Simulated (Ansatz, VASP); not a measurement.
**CO2: VASP beside Ansatz**

```
C O
1.0
     6.05774    0.00000   -0.90866
     0.00000    6.05774    0.00000
    -0.90866    0.00000    5.81543
C O
4 8
Direct
  0.00000 0.00000 0.00000
  0.50000 0.00000 0.50000
  0.50000 0.50000 0.00000
  0.00000 0.50000 0.50000
  0.11148 0.11148 0.11148
  0.38852 0.88852 0.61148
  0.61148 0.38852 0.88852
  0.88852 0.61148 0.38852
  0.88852 0.88852 0.88852
  0.61148 0.11148 0.38852
  0.38852 0.61148 0.11148
  0.11148 0.38852 0.61148
```

Change from the starting cell: engineering shear strain xz -0.3000, normal strain along z -0.0400.

Alike in both runs: task single point; functional PBE; k mesh 4 × 4 × 4; occupations gaussian, width 0.05 eV; no spin polarisation.

|  | VASP | Ansatz |
| --- | --- | --- |
| version | VASP 6.6.1 | Ansatz 0.2.0 |
| potentials or method | VASP PAW PBE potentials, release 64 (C, O), cutoff 520 eV | scalar-relativistic, plane waves, PAW |
| valence electrons in the cell | 64 | 64 |

```csv
,VASP,Ansatz,Ansatz less VASP
gap on the k mesh at the Fermi level (eV),6.26,6.29,+0.027
least direct gap on the mesh (eV),6.26,6.29,+0.027
pressure (GPa),14.5,12.7,-1.81
"traceless stress, the component that is largest in VASP (GPa)",31.39,30.45,-0.940
rms of the force components (eV/Å),7.713,7.259,-0.4532
```

Atom by atom the forces differ by 0.530 eV/Å (rms over components).

Noted on VASP's run: the standard files for N, O and F lose accuracy on very short bonds.
